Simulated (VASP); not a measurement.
A run of VASP 6.6.1 is set up as follows.

The input INCAR:

```
PREC = Accurate ; ENCUT = 520
EDIFF = 1E-6 ; ISMEAR = 0
SIGMA = 0.05 ; LREAL = False
LASPH = True ; NELM = 60
ALGO = Normal ; ISIF = 2
LWAVE = False ; LCHARG = True
GGA = PE ; LELF = True
LVHAR = True ; NBANDS = 16
```

The input KPOINTS:

```
regular mesh
0
Gamma
  11 11 6
```

The input POSCAR:

```
KPt
1.0
    2.9395880356      0.0000000000      0.0000000000
   -1.4697945076      2.5457581752      0.0000000000
    0.0000000000      0.0000000000      5.2364539519
K Pt
1 1
Direct
    0.3333333333      0.6666666667      0.5000000000
    0.0000000000      0.0000000000      0.0000000000
```

Potentials or basis: VASP PAW PBE potentials, release 64 (K_sv, Pt).

The run is started by

```sh
$ cat potpaw_PBE.64/K_sv/POTCAR potpaw_PBE.64/Pt/POTCAR > POTCAR
$ mpirun -np 1 vasp_std > vasp.out
```

Task: Predict the pressure.

Result: 4.9 GPa.

Task: Predict the band gap on the k mesh.

Result: Zero (an odd number of electrons rules out a gap without spin polarisation).

Stress tensor (GPa, compression positive):
```
4.29 0.00 0.00
0.00 4.29 0.00
0.00 0.00 6.08
```

Caveat: the cell stands under pressure; spin-orbit coupling is left out, which moves the levels of the heavy elements.
